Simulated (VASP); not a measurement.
Here is a VASP 6.6.1 calculation.

Contents of INCAR:

```
PREC = Accurate
ENCUT = 500
EDIFF = 1E-6
ISMEAR = 1
SIGMA = 0.1
LREAL = F
LASPH = T
NELM = 120
ALGO = Normal
ISIF = 2
LWAVE = F
LCHARG = F
NBANDS = 20
GGA_COMPAT = F
```

The input KPOINTS:

```
regular mesh
0
Gamma
  6 6 1
```

Contents of POSCAR:

```
WS2
1.0
    3.1835200000      0.0000000000      0.0000000000
   -1.5917600000      2.7570100000      0.0000000000
    0.0000000000      0.0000000000     16.9505800000
W S
1 2
Direct
    0.3516835801      0.6504486225      0.0001540602
    0.6642308901      0.3112551959      0.9073837968
    0.6894112994      0.3340086735      0.0906388313
```

Potentials or basis: VASP PAW LDA potentials, release 64 (W_sv, S).

The run is started by

```sh
$ cat potpaw_LDA.64/W_sv/POTCAR potpaw_LDA.64/S/POTCAR > POTCAR
$ mpirun -np 1 vasp_std > vasp.out
```

Q: What does it give for the band gap on the k mesh?

A: 1.73 eV, indirect (least direct gap 1.76 eV).

Q: Estimate the largest force.

A: 0.988 eV/Å.

Forces on the atoms (eV/Å):
```
W   -0.701  0.344 -0.605
S    0.540  0.126  0.495
S    0.161 -0.470  0.110
```

Caveat: spin-orbit coupling is left out, which moves the levels of the heavy elements.
